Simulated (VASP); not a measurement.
Write the native input for VASP 6.6.1 that does the following.

```
Task                   : relaxation of cell and atoms
Functional             : PBEsol
Potentials or basis    : VASP PAW PBE potentials, release 64 (Mg)
Cutoff                 : 600 eV
k mesh                 : 20 × 20 × 20
Occupations            : gaussian, width 0.1 eV
Spin                   : no spin polarisation
Target pressure        : 1e-06 GPa
Dipole correction      : no
Further INCAR settings : ALGO = Fast; EDIFF = 1e-06; IBRION = 2; EDIFFG = -0.004; NSW = 70; ISIF = 3
```

The structure of Mg lies in POSCAR:

```
Mg
1.0
   -1.6547765041      1.6547765041      1.6547765041
    1.6547765041     -1.6547765041      1.6547765041
    1.6547765041      1.6547765041     -1.6547765041
Mg
1
Direct
    0.0000000000      0.0000000000      0.0000000000
```

This isn't the form of Mg at room conditions, which is hcp.

These files were run (other wordings do the same):

INCAR

```
  PREC = Accurate
  ENCUT = 600
  EDIFF = 1E-6
  ISMEAR = 0
  SIGMA = 0.1
  LREAL = F
  LASPH = T
  NELM = 100
  ALGO = Fast
  ISIF = 3
  LWAVE = F
  LCHARG = F
  GGA = PS
  IBRION = 2
  NSW = 70
  EDIFFG = -0.004
  PSTRESS = 9.999999999999999e-06
```

KPOINTS

```
regular mesh
0
Gamma
  20 20 20
```

Potentials or basis: VASP PAW PBE potentials, release 64 (Mg).

Launch:

```sh
$ cat potpaw_PBE.64/Mg/POTCAR > POTCAR
$ mpirun -np 1 vasp_std > vasp.out
```

Results of the run:

The relaxed volume is 22.42 Å³/atom, the relaxed cell is a = 3.077 Å, b = 3.077 Å, c = 3.077 Å, α = 109.47°, β = 109.47°, γ = 109.47° and the space group after relaxing (to 0.1 Å) is Im-3m (No. 229). The energy change on relaxing (the run minimises the enthalpy) is -136.5 meV/atom and the ionic steps are 19. The pressure after relaxing is 0.0 GPa and the band gap on the k mesh is zero (bands 1 and 2 overlap by 4.83 eV).

Caveat: the cell is relaxed towards a set pressure, so the run minimises the enthalpy, not the energy; the volume moved by over 15 % at a fixed basis, so the end points are rough; the PAW data sets were made with another functional, which shifts forces and pressure a little.

Run time: 46 s on 1 thread of Intel(R) Xeon(R) Platinum 8488C (Sapphire Rapids), with other jobs on the host, peak memory 0.17 GiB.
